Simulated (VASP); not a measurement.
Te:

```
Te
1.0
     4.63249    0.00000    0.00000
    -2.31624    4.01185    0.00000
     0.00000    0.00000    5.88690
Te
3
Cartesian
  1.1747 0.0000 1.9623
  4.0451 1.0174 3.9246
  1.7289 2.9945 0.0000
```

Program: VASP 6.6.1. Alike in all runs: task single point; level r2SCAN; potentials or basis VASP PAW PBE potentials, release 64 (Te); no spin polarisation; cell as given; k mesh 8 × 8 × 6; cutoff (eV) 550.

Question: Order these runs on this cell by their pressure, lowest first.
A. smearing fermi-dirac 1 eV
B. smearing fermi-dirac 0.6 eV
C. smearing fermi-dirac 0.2 eV

Answer: C (0.1 GPa), B (1.7 GPa), A (4.8 GPa).

Caveats: the PAW data sets were made with another functional, which shifts forces and pressure a little; the cell stands under pressure (at least some runs).
